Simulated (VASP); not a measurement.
# I (Fm-3m) in VASP: a series of runs

I is run at these levels: PBEsol; tasks: single point.

Everything below comes from runs of VASP 6.6.1. Logs are shortened: lines on timing, memory, paths and dates and some standing lists are left out, and cuts for length are marked.

## 1. The cell of the first run

The structure is cubic, space group Fm-3m (No. 225). The conventional cell has a = 4.357 Å, b = 4.357 Å, c = 4.357 Å, α = 90.00°, β = 90.00°, γ = 90.00°. I (site symmetry m-3m) has 12 I at 3.08 Å within 4.1 Å.

## 2. Single point, PBEsol (volume scaled by 0.65)

File INCAR:

```
  ALGO = Normal
  EDIFF = 1E-6
  ENCUT = 520
  GGA = PS
  ISIF = 2
  ISMEAR = -1
  LASPH = True
  LCHARG = False
  LREAL = False
  LWAVE = False
  NBANDS = 10
  NELM = 80
  PREC = Accurate
  SIGMA = 0.05
```

File KPOINTS:

```
k-points
0
Gamma
  14 14 14
```

File POSCAR:

```
I
1.0
    0.0000000000      2.1785091088      2.1785091088
    2.1785091088      0.0000000000      2.1785091088
    2.1785091088      2.1785091088      0.0000000000
I
1
Direct
    0.0000000000      0.0000000000      0.0000000000
```

Potentials or basis: VASP PAW PBE potentials, release 64 (I).

Run with:

```
$ cat potpaw_PBE.64/I/POTCAR > POTCAR
$ mpirun -np 1 vasp_std > vasp.out
```

OUTCAR:

```text
EDIFF = 1E-6
   ENCUT = 520
   GGA = PS
   ISIF = 2
   ISMEAR = -1
   LASPH = True
   LREAL = False
   NELM = 80
   PREC = Accurate

 ion  position               nearest neighbor table
   1  0.000  0.000  0.000-

  LATTYP: Found a face centered cubic cell.
 ALAT       =     4.3570182176

  Lattice vectors:

 A1 = (   0.0000000000,   2.1785091088,   2.1785091088)
 A2 = (   2.1785091088,   0.0000000000,   2.1785091088)
 A3 = (   2.1785091088,   2.1785091088,   0.0000000000)

Analysis of symmetry for initial positions (statically):
=====================================================================
 Subroutine PRICEL returns:
 Original cell was already a primitive cell.

 Routine SETGRP: Setting up the symmetry group for a
 face centered cubic supercell.

 Subroutine GETGRP returns: Found 48 space group operations
[... 9 lines left out ...]

 Routine SETGRP: Setting up the symmetry group for a
 face centered cubic supercell.

 Subroutine GETGRP returns: Found 48 space group operations
[... 11 lines left out ...]
                                     Primitive cell

  volume of cell :      20.6780

  direct lattice vectors                    reciprocal lattice vectors
     0.000000000  2.178509109  2.178509109    -0.229514762  0.229514762  0.229514762
     2.178509109  0.000000000  2.178509109     0.229514762 -0.229514762  0.229514762
     2.178509109  2.178509109  0.000000000     0.229514762  0.229514762 -0.229514762

  length of vectors
     3.080877127  3.080877127  3.080877127     0.397531229  0.397531229  0.397531229

  position of ions in fractional coordinates (direct lattice)
     0.000000000  0.000000000  0.000000000

  ion indices of the primitive-cell ions
   primitive index   ion index
                 1           1

----------------------------------------------------------------------------------------

 KPOINTS: k-points

Automatic generation of k-mesh.
 Grid dimensions read from file:
 generate k-points for:   14   14   14

 Generating k-lattice:

  Cartesian coordinates                     Fractional coordinates (reciprocal lattice)
    -0.016393912  0.016393912  0.016393912     0.071428571  0.000000000  0.000000000
     0.016393912 -0.016393912  0.016393912     0.000000000  0.071428571  0.000000000
     0.016393912  0.016393912 -0.016393912     0.000000000  0.000000000  0.071428571

  Length of vectors
     0.028395088  0.028395088  0.028395088

  Shift w.r.t. Gamma in fractional coordinates (k-lattice)
     0.000000000  0.000000000  0.000000000

 Subroutine IBZKPT returns following result:
[... 47 lines left out ...]
   ENCUT  =  520.0 eV  38.22 Ry    6.18 a.u.   5.73  5.73  5.73*2*pi/ulx,y,z
   NELM   =     80;   NELMIN=  2; NELMDL= -5     # of ELM steps
   EDIFF  = 0.1E-05   stopping-criterion for ELM
   LREAL  =      F    real-space projection
   EDIFFG = 0.1E-04   stopping-criterion for IOM
   NSW    =      0    number of steps for IOM
   IBRION =     -1    ionic relax: 0-MD 1-quasi-New 2-CG
   NFREE  =      0    steps in history (QN), initial steepest desc. (CG)
   ISIF   =      2    stress and relaxation
   ISYM   =      2    0-nonsym 1-usesym 2-fastsym
   POTIM  = 0.5000    time-step for ionic-motion
   TEBEG  =    0.0;   TEEND  =   0.0 temperature during run
   PSTRESS=    0.0 pullay stress
   NELECT =       7.0000    total number of electrons
   NUPDOWN=      -1.0000    fix difference up-down
   EMIN   =  10.00;   EMAX   =-10.00  energy-range for DOS
   EFERMI =   0.00;   METHOD = LEGACY
   ISMEAR =    -1;   SIGMA  =   0.05  broadening in eV -4-tet -1-fermi 0-gaus
   EFERMI_NEDOS =   21; number of points for ismear=-14 and -15
   IALGO  =     38    algorithm
   IMIX   =      4    mixing-type and parameters
     AMIX     =   0.40;   BMIX     =  1.00
     AMIX_MAG =   1.60;   BMIX_MAG =  1.00
  volume/ion in A,a.u.               =      20.68       139.54
  Fermi-wavevector in a.u.,A,eV,Ry     =   1.140963  2.156107 17.712010  1.301796
  Thomas-Fermi vector in A             =   2.277664
   LORBIT       =      0    0 simple, 1 ext, 2 COOP (PROOUT), +10 PAW based schemes
   GGA     = PS    functional components
   LHFCALC =     F    Hartree Fock is set to
   AEXX    =    0.0000 exact exchange contribution
   IVDW    =     0    specifies the selected vdW correction
   LEPSILON=     F    determine dielectric tensor
   LRPA    =     F    only Hartree local field effects (RPA)
 non-spin polarized calculation
  energy-cutoff  :      520.00
  volume of cell :       20.68
 maximum number of plane-waves:       568
   NGX = 11   NGY = 11   NGZ = 11

 number of electron       7.0000000 magnetization

 Free energy of the ion-electron system (eV)
  ---------------------------------------------------
  ext. energy  EPLUGINS =         0.00000000
  ---------------------------------------------------
  free energy    TOTEN  =        -0.40028483 eV

  energy without entropy =       -0.39497787  energy(sigma->0) =       -0.39763135

 E-fermi :  12.9617     XC(G=0): -11.7404

 val. band max:       12.9613101913   @ k =  -0.2143   0.2857   0.0714
 cond. band min:      12.9804380892   @ k =  -0.2857   0.0714   0.0000
 fundamental gap:      0.0191278979
 Fermi energy:        12.9616631747

 k-point     1 :       0.0000    0.0000    0.0000
  band No.  band energies     occupation
      1      -5.4859      2.00000
      2      15.6350      0.00000
      3      15.6350      0.00000
      4      15.6350      0.00000
      5      22.3470      0.00000
      6      22.3470      0.00000
      7      22.3470      0.00000
      8      22.8836      0.00000
      9      24.7155      0.00000
     10      28.3054      0.00000
[... 287 lines left out ...]
 k-point    24 :       0.2857    0.1429    0.0000
  band No.  band energies     occupation
      1      -3.8111      2.00000
      2       9.4972      2.00000
      3      12.9855      0.76579
      4      13.2885      0.00289
      5      19.1837      0.00000
      6      20.9965      0.00000
      7      24.7307      0.00000
      8      25.2373      0.00000
      9      27.6296      0.00000
     10      28.5892      0.00000

 [... further k-points ...]
[... 5 lines left out ...]
  --------------------------------------------------------------------------------------
  -------------------------------------------------------------------------------------
  Total        5.6177999      5.6177999      5.6177999     -0.0000000     -0.0000000      0.0000000
  in kB      435.2799972    435.2799972    435.2799972     -0.0000000     -0.0000000      0.0000000
  external PRESSURE =     435.2799972 kB  Pullay stress =       0.0000000 kB

 VOLUME and BASIS-vectors are now :
 -----------------------------------------------------------------------------
  energy-cutoff  :      520.00
  volume of cell :       20.68
      direct lattice vectors                 reciprocal lattice vectors
     0.000000000  2.178509109  2.178509109    -0.229514762  0.229514762  0.229514762
     2.178509109  0.000000000  2.178509109     0.229514762 -0.229514762  0.229514762
     2.178509109  2.178509109  0.000000000     0.229514762  0.229514762 -0.229514762

 POSITION                                       TOTAL-FORCE (eV/Angst)
 -----------------------------------------------------------------------------------
      0.00000      0.00000      0.00000         0.000000      0.000000      0.000000
 -----------------------------------------------------------------------------------
    total drift:                                0.000000      0.000000      0.000000

  FREE ENERGIE OF THE ION-ELECTRON SYSTEM (eV)
  ---------------------------------------------------
  free  energy   TOTEN  =        -0.4002848261 eV

  energy  without entropy=       -0.3949778670  energy(sigma->0) =       -0.39763135
```

It took 4.9 s on 1 thread of Intel Xeon 6975P-C (Granite Rapids), shared host; peak memory 0.15 GiB.

What came out:

```
Free energy : -0.4003 eV
Pressure    : 43.5 GPa
```

Caveat: the PAW data sets were made with another functional, which shifts forces and pressure a little; spin-orbit coupling is left out, which moves the levels of the heavy elements; an odd number of electrons without spin polarisation forces a metal; a magnetic or distorted state may lie lower.

## 3. Single point, PBEsol (volume scaled by 0.65)

File INCAR:

```
SYSTEM = I
PREC     = Accurate       ! precision mode
ENCUT    = 520            ! plane-wave cutoff, eV
EDIFF    = 1E-6           ! SCF threshold, eV
ISMEAR   = -1             ! smearing method
SIGMA    = 0.05           ! smearing width, eV
LREAL    = .FALSE.        ! projectors in reciprocal space
LASPH    = .TRUE.         ! aspherical terms in the spheres
NELM     = 60             ! most SCF steps
ALGO     = Normal         ! electronic algorithm
ISIF     = 2              ! what is computed and relaxed
LWAVE    = .FALSE.        ! write WAVECAR
LCHARG   = .FALSE.        ! write CHGCAR
GGA      = PS             ! functional
NBANDS   = 10             ! bands
```

File KPOINTS:

```
regular mesh
0
G
  14 14 14
  0 0 0
```

POSCAR is that of step 2.

Potentials or basis: VASP PAW PBE potentials, release 64 (I).

Run with:

```
$ cat potpaw_PBE.64/I/POTCAR > POTCAR
$ mpirun -np 1 vasp_std > vasp.out
```

OUTCAR:

```text
SYSTEM = I
   PREC = Accurate
   ENCUT = 520
   EDIFF = 1E-6
   ISMEAR = -1
   LREAL = .FALSE.
   LASPH = .TRUE.
   NELM = 60
   ISIF = 2
   GGA = PS

 ion  position               nearest neighbor table
   1  0.000  0.000  0.000-

  LATTYP: Found a face centered cubic cell.
 ALAT       =     4.3570182176

  Lattice vectors:

 A1 = (   0.0000000000,   2.1785091088,   2.1785091088)
 A2 = (   2.1785091088,   0.0000000000,   2.1785091088)
 A3 = (   2.1785091088,   2.1785091088,   0.0000000000)

Analysis of symmetry for initial positions (statically):
=====================================================================
 Subroutine PRICEL returns:
 Original cell was already a primitive cell.

 Routine SETGRP: Setting up the symmetry group for a
 face centered cubic supercell.

 Subroutine GETGRP returns: Found 48 space group operations
[... 9 lines left out ...]

 Routine SETGRP: Setting up the symmetry group for a
 face centered cubic supercell.

 Subroutine GETGRP returns: Found 48 space group operations
[... 11 lines left out ...]
                                     Primitive cell

  volume of cell :      20.6780

  direct lattice vectors                    reciprocal lattice vectors
     0.000000000  2.178509109  2.178509109    -0.229514762  0.229514762  0.229514762
     2.178509109  0.000000000  2.178509109     0.229514762 -0.229514762  0.229514762
     2.178509109  2.178509109  0.000000000     0.229514762  0.229514762 -0.229514762

  length of vectors
     3.080877127  3.080877127  3.080877127     0.397531229  0.397531229  0.397531229

  position of ions in fractional coordinates (direct lattice)
     0.000000000  0.000000000  0.000000000

  ion indices of the primitive-cell ions
   primitive index   ion index
                 1           1

----------------------------------------------------------------------------------------

 KPOINTS: regular mesh

Automatic generation of k-mesh.
 Grid dimensions read from file:
 generate k-points for:   14   14   14

 Generating k-lattice:

  Cartesian coordinates                     Fractional coordinates (reciprocal lattice)
    -0.016393912  0.016393912  0.016393912     0.071428571  0.000000000  0.000000000
     0.016393912 -0.016393912  0.016393912     0.000000000  0.071428571  0.000000000
     0.016393912  0.016393912 -0.016393912     0.000000000  0.000000000  0.071428571

  Length of vectors
     0.028395088  0.028395088  0.028395088

  Shift w.r.t. Gamma in fractional coordinates (k-lattice)
     0.000000000  0.000000000  0.000000000

 Subroutine IBZKPT returns following result:
 ===========================================

 Found    104 irreducible k-points:

 Following reciprocal coordinates:
            Coordinates               Weight
  0.000000  0.000000  0.000000      1.000000
  0.071429  0.000000  0.000000      8.000000
  0.142857  0.000000  0.000000      8.000000
  0.214286  0.000000  0.000000      8.000000
  0.285714  0.000000  0.000000      8.000000
  0.357143  0.000000  0.000000      8.000000
[... 16 lines left out ...]
  0.214286  0.142857  0.000000     24.000000
  0.285714  0.142857  0.000000     24.000000
 [... further k-points ...]
   k-points           NKPTS =    104   k-points in BZ     NKDIM =    104   number of bands    NBANDS=     10
   number of dos      NEDOS =    301   number of ions     NIONS =      1
   total plane-waves  NPLWV =  13824
   dimension x,y,z NGX =    24 NGY =   24 NGZ =   24
   dimension x,y,z NGXF=    48 NGYF=   48 NGZF=   48
   ions per type =               1
   NGX,Y,Z   is equivalent  to a cutoff of  12.95, 12.95, 12.95 a.u.
   NGXF,Y,Z  is equivalent  to a cutoff of  25.90, 25.90, 25.90 a.u.
 SYSTEM =  I
   PREC   = accura    normal or accurate (medium, high low for compatibility)
   ISTART =      0    job   : 0-new  1-cont  2-samecut
   ICHARG =      2    charge: 1-file 2-atom 10-const
   ISPIN  =      1    spin polarized calculation?
   LNONCOLLINEAR =      F non collinear calculations
   LSORBIT =      F    spin-orbit coupling
   LASPH  =      T    aspherical Exc in radial PAW
   ENCUT  =  520.0 eV  38.22 Ry    6.18 a.u.   5.73  5.73  5.73*2*pi/ulx,y,z
   NELM   =     60;   NELMIN=  2; NELMDL= -5     # of ELM steps
   EDIFF  = 0.1E-05   stopping-criterion for ELM
   LREAL  =      F    real-space projection
   EDIFFG = 0.1E-04   stopping-criterion for IOM
   NSW    =      0    number of steps for IOM
   IBRION =     -1    ionic relax: 0-MD 1-quasi-New 2-CG
   NFREE  =      0    steps in history (QN), initial steepest desc. (CG)
   ISIF   =      2    stress and relaxation
   ISYM   =      2    0-nonsym 1-usesym 2-fastsym
   POTIM  = 0.5000    time-step for ionic-motion
   TEBEG  =    0.0;   TEEND  =   0.0 temperature during run
   PSTRESS=    0.0 pullay stress
   NELECT =       7.0000    total number of electrons
   NUPDOWN=      -1.0000    fix difference up-down
   EMIN   =  10.00;   EMAX   =-10.00  energy-range for DOS
   EFERMI =   0.00;   METHOD = LEGACY
   ISMEAR =    -1;   SIGMA  =   0.05  broadening in eV -4-tet -1-fermi 0-gaus
   EFERMI_NEDOS =   21; number of points for ismear=-14 and -15
   IALGO  =     38    algorithm
   IMIX   =      4    mixing-type and parameters
     AMIX     =   0.40;   BMIX     =  1.00
     AMIX_MAG =   1.60;   BMIX_MAG =  1.00
  volume/ion in A,a.u.               =      20.68       139.54
  Fermi-wavevector in a.u.,A,eV,Ry     =   1.140963  2.156107 17.712010  1.301796
  Thomas-Fermi vector in A             =   2.277664
   LORBIT       =      0    0 simple, 1 ext, 2 COOP (PROOUT), +10 PAW based schemes
   GGA     = PS    functional components
   LHFCALC =     F    Hartree Fock is set to
   AEXX    =    0.0000 exact exchange contribution
   IVDW    =     0    specifies the selected vdW correction
   LEPSILON=     F    determine dielectric tensor
   LRPA    =     F    only Hartree local field effects (RPA)
 non-spin polarized calculation
  energy-cutoff  :      520.00
  volume of cell :       20.68
 maximum number of plane-waves:       568
   NGX = 11   NGY = 11   NGZ = 11

 number of electron       7.0000000 magnetization

 Free energy of the ion-electron system (eV)
  ---------------------------------------------------
  ext. energy  EPLUGINS =         0.00000000
  ---------------------------------------------------
  free energy    TOTEN  =        -0.40028483 eV

  energy without entropy =       -0.39497787  energy(sigma->0) =       -0.39763135

 E-fermi :  12.9617     XC(G=0): -11.7404

 val. band max:       12.9613101913   @ k =  -0.2143   0.2857   0.0714
 cond. band min:      12.9804380892   @ k =  -0.2857   0.0714   0.0000
 fundamental gap:      0.0191278979
 Fermi energy:        12.9616631747

 k-point     1 :       0.0000    0.0000    0.0000
  band No.  band energies     occupation
      1      -5.4859      2.00000
      2      15.6350      0.00000
      3      15.6350      0.00000
      4      15.6350      0.00000
      5      22.3470      0.00000
      6      22.3470      0.00000
      7      22.3470      0.00000
      8      22.8836      0.00000
      9      24.7155      0.00000
     10      28.3054      0.00000

 k-point     2 :       0.0714    0.0000    0.0000
  band No.  band energies     occupation
      1      -5.3694      2.00000
      2      14.6551      0.00000
      3      15.5004      0.00000
      4      15.5004      0.00000
      5      21.4052      0.00000
      6      22.5855      0.00000
      7      22.5855      0.00000
      8      24.4692      0.00000
      9      25.3047      0.00000
     10      26.8122      0.00000

 k-point     3 :       0.1429    0.0000    0.0000
  band No.  band energies     occupation
      1      -5.0223      2.00000
      2      12.5226      1.99969
      3      15.1629      0.00000
      4      15.1629      0.00000
      5      20.7581      0.00000
      6      23.0999      0.00000
      7      23.0999      0.00000
      8      25.6934      0.00000
      9      25.6935      0.00000
     10      25.8003      0.00000
[... 248 lines left out ...]
 k-point    23 :       0.2143    0.1429    0.0000
  band No.  band energies     occupation
      1      -4.4466      2.00000
      2      11.7064      2.00000
      3      13.4129      0.00024
      4      13.7828      0.00000
      5      19.1387      0.00000
      6      21.1083      0.00000
      7      24.9455      0.00000
      8      25.4764      0.00000
      9      28.0856      0.00000
     10      28.2272      0.00000

 k-point    24 :       0.2857    0.1429    0.0000
  band No.  band energies     occupation
      1      -3.8111      2.00000
      2       9.4972      2.00000
      3      12.9855      0.76579
      4      13.2885      0.00289
      5      19.1837      0.00000
      6      20.9965      0.00000
      7      24.7307      0.00000
      8      25.2373      0.00000
      9      27.6296      0.00000
     10      28.5892      0.00000

 [... further k-points ...]
[... 5 lines left out ...]
  --------------------------------------------------------------------------------------
  -------------------------------------------------------------------------------------
  Total        5.6177999      5.6177999      5.6177999     -0.0000000     -0.0000000      0.0000000
  in kB      435.2799972    435.2799972    435.2799972     -0.0000000     -0.0000000      0.0000000
  external PRESSURE =     435.2799972 kB  Pullay stress =       0.0000000 kB

 VOLUME and BASIS-vectors are now :
 -----------------------------------------------------------------------------
  energy-cutoff  :      520.00
  volume of cell :       20.68
      direct lattice vectors                 reciprocal lattice vectors
     0.000000000  2.178509109  2.178509109    -0.229514762  0.229514762  0.229514762
     2.178509109  0.000000000  2.178509109     0.229514762 -0.229514762  0.229514762
     2.178509109  2.178509109  0.000000000     0.229514762  0.229514762 -0.229514762

 POSITION                                       TOTAL-FORCE (eV/Angst)
 -----------------------------------------------------------------------------------
      0.00000      0.00000      0.00000         0.000000      0.000000      0.000000
 -----------------------------------------------------------------------------------
    total drift:                                0.000000      0.000000      0.000000

  FREE ENERGIE OF THE ION-ELECTRON SYSTEM (eV)
  ---------------------------------------------------
  free  energy   TOTEN  =        -0.4002848261 eV

  energy  without entropy=       -0.3949778670  energy(sigma->0) =       -0.39763135
```

It took 4.8 s on 1 thread of Intel Xeon 6975P-C (Granite Rapids), shared host; peak memory 0.15 GiB.

What came out:

```
Free energy : -0.4003 eV
Pressure    : 43.5 GPa
```

Levels at points of the mesh, in eV from the Fermi level:
| k point | band 2 | band 3 | band 4 | band 5 | band 6 | band 7 |
| --- | --- | --- | --- | --- | --- | --- |
| (0.00, 0.00, 0.00) | 2.67 | 2.67 | 2.67 | 9.39 | 9.39 | 9.39 |
| (0.50, 0.00, 0.00) | -9.53 | 0.83 | 0.83 | 7.05 | 8.42 | 8.42 |
| (0.50, 0.50, 0.00) | -8.57 | -2.67 | -2.67 | 2.58 | 3.03 | 20.00 |

Caveat: the PAW data sets were made with another functional, which shifts forces and pressure a little; spin-orbit coupling is left out, which moves the levels of the heavy elements; an odd number of electrons without spin polarisation forces a metal; a magnetic or distorted state may lie lower.
